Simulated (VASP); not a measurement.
# GaAs (I-4m2) in VASP: notebook, part 2 of 2

VASP 6.6.1.

## (3) Single point, PBE (uniaxial z strain -2.0%)

File INCAR:

```
PREC = Accurate
ENCUT = 520
EDIFF = 1E-6
ISMEAR = -1
SIGMA = 0.02
LREAL = False
LASPH = True
NELM = 80
ALGO = Normal
ISIF = 2
LWAVE = False
LCHARG = True
GGA = PE
LELF = True
LVHAR = True
NBANDS = 16
```

File KPOINTS:

```
regular mesh
0
Gamma
  8 8 8
```

File POSCAR:

```
GaAs
1.0
    0.0000000000      2.8330850955      2.7764233935
    2.8330850955      0.0000000000      2.7764233935
    2.8330850955      2.8330850955      0.0000000000
Ga As
1 1
Direct
    0.0000000000      0.0000000000      0.0000000000
    0.2500000000      0.2500000000      0.2500000000
```

Potentials or basis: VASP PAW PBE potentials, release 64 (Ga_d, As).

Command:

```sh
> cat potpaw_PBE.64/Ga_d/POTCAR potpaw_PBE.64/As/POTCAR > POTCAR
> mpirun -np 1 vasp_std > vasp.out
```

OUTCAR:

```text
PREC = Accurate
   ENCUT = 520
   EDIFF = 1E-6
   ISMEAR = -1
   LREAL = False
   LASPH = True
   NELM = 80
   ISIF = 2
   GGA = PE

 ion  position               nearest neighbor table
   1  0.000  0.000  0.000-   2 2.44   2 2.44   2 2.44   2 2.44
   2  0.250  0.250  0.250-   1 2.44   1 2.44   1 2.44   1 2.44

  LATTYP: Found a body centered tetragonal cell.
 ALAT       =     4.0065873654
 C/A-ratio  =     1.3859292911

  Lattice vectors:

 A1 = (   0.0000000000,  -2.8330850955,  -2.7764233935)
 A2 = (   0.0000000000,   2.8330850955,  -2.7764233935)
 A3 = (   2.8330850955,   0.0000000000,   2.7764233935)

Analysis of symmetry for initial positions (statically):
=====================================================================
 Subroutine PRICEL returns:
 Original cell was already a primitive cell.

 Routine SETGRP: Setting up the symmetry group for a
 body centered tetragonal supercell.

 Subroutine GETGRP returns: Found  8 space group operations
 (whereof  8 operations were pure point group operations)
 out of a pool of 16 trial point group operations.

The static configuration has the point symmetry D_2d.

Analysis of symmetry for dynamics (positions and initial velocities):
=====================================================================
 Subroutine PRICEL returns:
 Original cell was already a primitive cell.

 Routine SETGRP: Setting up the symmetry group for a
 body centered tetragonal supercell.

 Subroutine GETGRP returns: Found  8 space group operations
 (whereof  8 operations were pure point group operations)
 out of a pool of 16 trial point group operations.

The dynamic configuration has the point symmetry D_2d.

 Subroutine INISYM returns: Found  8 space group operations
 (whereof  8 operations are pure point group operations),
 and found     1 'primitive' translations

[... 112 lines left out ...]
   IMIX   =      4    mixing-type and parameters
     AMIX     =   0.40;   BMIX     =  1.00
     AMIX_MAG =   1.60;   BMIX_MAG =  1.00
  volume/ion in A,a.u.               =      22.28       150.38
  Fermi-wavevector in a.u.,A,eV,Ry     =   1.210098  2.286754 19.923530  1.464338
  Thomas-Fermi vector in A             =   2.345656
   LORBIT       =      0    0 simple, 1 ext, 2 COOP (PROOUT), +10 PAW based schemes
   GGA     = PE    functional components
   LHFCALC =     F    Hartree Fock is set to
   AEXX    =    0.0000 exact exchange contribution
   IVDW    =     0    specifies the selected vdW correction
   LEPSILON=     F    determine dielectric tensor
   LRPA    =     F    only Hartree local field effects (RPA)
 non-spin polarized calculation
  energy-cutoff  :      520.00
  volume of cell :       44.57
 maximum number of plane-waves:      1235
 NGX is ok and might be reduce to    30
   NGX = 15   NGY = 15   NGZ = 15

 number of electron      18.0000004 magnetization

 Free energy of the ion-electron system (eV)
  ---------------------------------------------------
  ext. energy  EPLUGINS =         0.00000000
  ---------------------------------------------------
  free energy    TOTEN  =        -8.22973682 eV

  energy without entropy =       -8.22973682  energy(sigma->0) =       -8.22973682

 E-fermi :   4.4094     XC(G=0):  -9.6493

 val. band max:        4.1370928164   @ k =   0.0000   0.0000   0.0000
 cond. band min:       4.6816841715   @ k =   0.0000   0.0000   0.0000
 fundamental gap:      0.5445913551
 Fermi energy:         4.4094320823

 k-point     1 :       0.0000    0.0000    0.0000
  band No.  band energies     occupation
      1     -10.7744      2.00000
      2     -10.7744      2.00000
      3     -10.7693      2.00000
      4     -10.6920      2.00000
      5     -10.6887      2.00000
      6      -8.7618      2.00000
[... 433 lines left out ...]
      3     -10.7488      2.00000
      4     -10.6941      2.00000
      5     -10.6857      2.00000
      6      -7.4522      2.00000
[... 8 lines left out ...]
     15      14.2647      0.00000
     16      15.1073      0.00000

 [... further k-points ...]

------------------------ aborting loop because EDIFF is reached ----------------------------------------

  FORCE on cell =-STRESS in cart. coord.  units (eV):
  Direction    XX          YY          ZZ          XY          YZ          ZX
  --------------------------------------------------------------------------------------
  -------------------------------------------------------------------------------------
  Total        1.1485955      1.1485955      1.4673604      0.0000000     -0.0000000     -0.0000000
  in kB       41.2897978     41.2897978     52.7487836      0.0000000     -0.0000000     -0.0000000
  external PRESSURE =      45.1094597 kB  Pullay stress =       0.0000000 kB

 VOLUME and BASIS-vectors are now :
 -----------------------------------------------------------------------------
  energy-cutoff  :      520.00
  volume of cell :       44.57
      direct lattice vectors                 reciprocal lattice vectors
     0.000000000  2.833085095  2.776423394    -0.176486051  0.176486051  0.180087807
     2.833085095  0.000000000  2.776423394     0.176486051 -0.176486051  0.180087807
     2.833085095  2.833085095  0.000000000     0.176486051  0.176486051 -0.180087807

 POSITION                                       TOTAL-FORCE (eV/Angst)
 -----------------------------------------------------------------------------------
      0.00000      0.00000      0.00000         0.000000      0.000000      0.000000
      1.41654      1.41654      1.38821        -0.000000     -0.000000     -0.000000
 -----------------------------------------------------------------------------------
    total drift:                                0.000002      0.000002     -0.000000

  FREE ENERGIE OF THE ION-ELECTRON SYSTEM (eV)
  ---------------------------------------------------
  free  energy   TOTEN  =        -8.2297368211 eV

  energy  without entropy=       -8.2297368183  energy(sigma->0) =       -8.22973682
```

stdout:

```text
POSCAR found type information on POSCAR GaAs
 POSCAR found :  2 types and       2 ions
 scaLAPACK will be used
 LDA part: xc-table for (Slater+PW92), standard interpolation
 POSCAR, INCAR and KPOINTS ok, starting setup
 FFT: planning ... GRIDC
 FFT: planning ... GRID_SOFT
 FFT: planning ... GRID
 WAVECAR not read
 entering main loop
```

Run time: 25 s. Hardware: 1 thread of Intel Xeon Platinum 8559C (Emerald Rapids), shared host; peak memory 0.19 GiB.

What came out:

* Free energy: -8.2297 eV
* Pressure: 4.5 GPa
* Band gap on the k mesh: 0.54 eV, direct

Caveat: the cell differs from its parent crystal (uniaxial z strain -2.0%).

## (4) Single point, PBE (uniaxial z strain -1.0%)

File INCAR:

```
SYSTEM = GaAs
PREC     = Accurate       ! precision mode
ENCUT    = 520            ! plane-wave cutoff, eV
EDIFF    = 1E-7           ! SCF threshold, eV
ISMEAR   = -1             ! smearing method
SIGMA    = 0.02           ! smearing width, eV
LREAL    = .FALSE.        ! projectors in reciprocal space
LASPH    = .TRUE.         ! aspherical terms in the spheres
NELM     = 60             ! most SCF steps
ALGO     = Normal         ! electronic algorithm
ISIF     = 2              ! what is computed and relaxed
LWAVE    = .FALSE.        ! write WAVECAR
LCHARG   = .FALSE.        ! write CHGCAR
GGA      = PE             ! functional
NBANDS   = 16             ! bands
```

File KPOINTS:

```
Automatic mesh
0
G
  8 8 8
  0 0 0
```

File POSCAR:

```
GaAs
1.0
    0.0000000000      2.8330850955      2.8047542445
    2.8330850955      0.0000000000      2.8047542445
    2.8330850955      2.8330850955      0.0000000000
Ga As
1 1
Direct
    0.0000000000      0.0000000000      0.0000000000
    0.2500000000      0.2500000000      0.2500000000
```

Command:

```sh
> cat potpaw_PBE.64/Ga_d/POTCAR potpaw_PBE.64/As/POTCAR > POTCAR
> mpirun -np 1 vasp_std > vasp.out
```

Wall time 32 s (1 thread of Intel Xeon Platinum 8559C (Emerald Rapids), shared host); peak memory 0.19 GiB.

Results (log left out):

- Free energy: -8.2431 eV
- Pressure: 3.7 GPa
- Band gap on the k mesh: 0.51 eV, direct

Stress tensor (GPa, compression positive):
```
3.53 0.00 0.00
0.00 3.53 0.00
0.00 0.00 4.11
```

Levels at points of the mesh, in eV from the valence-band top:
```csv
k point,band 7,band 8,band 9,band 10,band 11,band 12
"(0.00, 0.00, 0.00)",-0.06,-0.06,0.00,0.51,3.67,3.70
"(0.50, 0.00, 0.00)",-6.70,-1.23,-1.14,0.97,4.56,4.63
"(0.50, 0.50, 0.00)",-6.83,-2.77,-2.77,1.38,1.55,10.16
"(0.50, 0.00, 0.50)",-6.89,-2.71,-2.70,1.44,1.65,10.12
```

Caveat: the cell differs from its parent crystal (uniaxial z strain -1.0%).

## (5) Single point, PBE (uniaxial z strain +1.0%)

File INCAR:

```
PREC = Accurate ; ENCUT = 520
EDIFF = 1E-7 ; ISMEAR = -1
SIGMA = 0.02 ; LREAL = False
LASPH = True ; NELM = 60
ALGO = Normal ; ISIF = 2
LWAVE = False ; LCHARG = True
GGA = PE ; LELF = True
LVHAR = True ; NBANDS = 16
```

File KPOINTS:

```
Automatic mesh
0
Gamma
  8 8 8
```

File POSCAR:

```
GaAs
1.0
    0.0000000000      2.8330850955      2.8614159464
    2.8330850955      0.0000000000      2.8614159464
    2.8330850955      2.8330850955      0.0000000000
Ga As
1 1
Direct
    0.0000000000      0.0000000000      0.0000000000
    0.2500000000      0.2500000000      0.2500000000
```

Command:

```sh
> cat potpaw_PBE.64/Ga_d/POTCAR potpaw_PBE.64/As/POTCAR > POTCAR
> mpirun -np 1 vasp_std > vasp.out
```

It took 32 s on 1 thread of Intel Xeon Platinum 8559C (Emerald Rapids), shared host; peak memory 0.19 GiB.

It converged, with:

* Free energy: -8.2599 eV
* Pressure: 2.2 GPa
* Band gap on the k mesh: 0.38 eV, direct

Stress tensor (GPa, compression positive):
```
2.44 0.00 0.00
0.00 2.44 0.00
0.00 0.00 1.84
```

Levels at points of the mesh, in eV from the valence-band top:
| k point | band 5 | band 6 | band 7 | band 8 | band 9 | band 10 | band 11 | band 12 | band 13 | band 14 |
| --- | --- | --- | --- | --- | --- | --- | --- | --- | --- | --- |
| (0.00, 0.00, 0.00) | -14.72 | -12.63 | -0.06 | 0.00 | 0.00 | 0.38 | 3.70 | 3.70 | 3.72 | 7.52 |
| (0.50, 0.00, 0.00) | -14.72 | -10.91 | -6.57 | -1.18 | -1.10 | 0.93 | 4.58 | 4.64 | 7.72 | 10.25 |
| (0.50, 0.50, 0.00) | -14.71 | -10.22 | -6.80 | -2.60 | -2.60 | 1.52 | 1.70 | 10.01 | 10.01 | 10.76 |
| (0.50, 0.00, 0.50) | -14.71 | -10.18 | -6.74 | -2.66 | -2.66 | 1.46 | 1.61 | 9.98 | 10.04 | 10.83 |

Caveat: the cell differs from its parent crystal (uniaxial z strain +1.0%).

## (6) Single point, PBE (uniaxial z strain +2.0%)

File INCAR:

```
SYSTEM = GaAs
  PREC = Accurate
  ENCUT = 520
  EDIFF = 1E-6
  ISMEAR = -1
  SIGMA = 0.02
  LREAL = .False.
  LASPH = .True.
  NELM = 60
  ALGO = Normal
  ISIF = 2
  LWAVE = .False.
  LCHARG = .False.
  GGA = PE
  NBANDS = 16
```

File KPOINTS:

```
regular mesh
0
Gamma
  8 8 8
  0 0 0
```

File POSCAR:

```
GaAs
1.0
    0.0000000000      2.8330850955      2.8897467974
    2.8330850955      0.0000000000      2.8897467974
    2.8330850955      2.8330850955      0.0000000000
Ga As
1 1
Direct
    0.0000000000      0.0000000000      0.0000000000
    0.2500000000      0.2500000000      0.2500000000
```

Potentials or basis: VASP PAW PBE potentials, release 64 (Ga_d, As).

Command:

```sh
> cat potpaw_PBE.64/Ga_d/POTCAR potpaw_PBE.64/As/POTCAR > POTCAR
> mpirun -np 1 vasp_std > vasp.out
```

Run time: 23 s. Hardware: 1 thread of Intel Xeon Platinum 8559C (Emerald Rapids), shared host; peak memory 0.2 GiB.

It converged, with:

| Property | Result |
| --- | --- |
| Free energy | -8.2636 eV |
| Pressure | 1.5 GPa |
| Band gap on the k mesh | 0.28 eV, direct |

Stress tensor (GPa, compression positive):
```
1.93 0.00 0.00
0.00 1.93 0.00
0.00 0.00 0.73
```

Levels at points of the mesh, in eV from the valence-band top:
```
           k point  band 7  band 8  band 9  band 10  band 11  band 12
(0.00, 0.00, 0.00)   -0.11    0.00    0.00     0.28     3.67     3.67
(0.50, 0.00, 0.00)   -6.54   -1.22   -1.06     0.88     4.53     4.65
(0.50, 0.50, 0.00)   -6.81   -2.54   -2.54     1.56     1.75     9.91
(0.50, 0.00, 0.50)   -6.70   -2.67   -2.66     1.44     1.57     9.84
```

Caveat: the cell differs from its parent crystal (uniaxial z strain +2.0%).

## (7) The runs side by side

| cell | gap on the mesh (eV) | pressure (GPa) |
| --- | --- | --- |
| a = 3.947, b = 3.947, c = 4.007 Å, angles 59.5, 59.5, 61.0°, 2 atoms | 0.58 | 5.4 |
| a = 3.967, b = 3.967, c = 4.007 Å, angles 59.7, 59.7, 60.7°, 2 atoms | 0.54 | 4.5 |
| a = 3.987, b = 3.987, c = 4.007 Å, angles 59.8, 59.8, 60.3°, 2 atoms | 0.51 | 3.7 |
| a = 4.027, b = 4.027, c = 4.007 Å, angles 60.2, 60.2, 59.7°, 2 atoms | 0.38 | 2.2 |
| a = 4.047, b = 4.047, c = 4.007 Å, angles 60.3, 60.3, 59.3°, 2 atoms | 0.28 | 1.5 |

Alike in all rows: task single point; level PBE; potentials or basis VASP PAW PBE potentials, release 64 (Ga_d, As); no spin polarisation; k mesh 8 × 8 × 8; cutoff (eV) 520; smearing fermi-dirac 0.02 eV.

Total energies depend on the potentials used, so only differences within one code and one set of settings carry meaning.
